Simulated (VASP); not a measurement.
Set up this calculation in VASP 6.6.1, as the native input.

```yaml
Task: single point
Functional: PBEsol
Potentials_or_basis: VASP PAW PBE potentials, release 64 (Cd, S)
Cutoff: 520 eV
k_mesh: 4 × 4 × 4
Occupations: gaussian, width 0.01 eV
Spin: no spin polarisation
Dipole_correction: no
Further_INCAR_settings: ALGO = Normal; EDIFF = 1e-07; NBANDS = 16
```

The structure of CdS (Hawleyite) lies in POSCAR:

```
CdS
1.0
    0.0000000000      2.9165000000      2.9165000000
    2.9165000000      0.0000000000      2.9165000000
    2.9165000000      2.9165000000      0.0000000000
Cd S
1 1
Direct
    0.0000000000      0.0000000000      0.0000000000
    0.2500000000      0.2500000000      0.2500000000
```

These files were run (other wordings do the same):

INCAR

```
  ALGO = Normal
  EDIFF = 1E-7
  ENCUT = 520
  GGA = PS
  ISIF = 2
  ISMEAR = 0
  LASPH = T
  LCHARG = F
  LREAL = F
  LWAVE = F
  NBANDS = 16
  NELM = 80
  PREC = Accurate
  SIGMA = 0.01
```

KPOINTS

```
k-points
0
Gamma
  4 4 4
```

Potentials or basis: VASP PAW PBE potentials, release 64 (Cd, S).

Command:

```bash
$ cat potpaw_PBE.64/Cd/POTCAR potpaw_PBE.64/S/POTCAR > POTCAR
$ mpirun -np 1 vasp_std > vasp.out
```

It gave:

```
Pressure               : 0.3 GPa
Band gap on the k mesh : 1.00 eV, direct
```

Caveat: the k points lie up to 0.47 Å⁻¹ apart; the PAW data sets were made with another functional, which shifts forces and pressure a little.

Wall time 18 s on 1 thread of AMD EPYC 7R13, with other jobs on the host, peak memory 0.14 GiB.
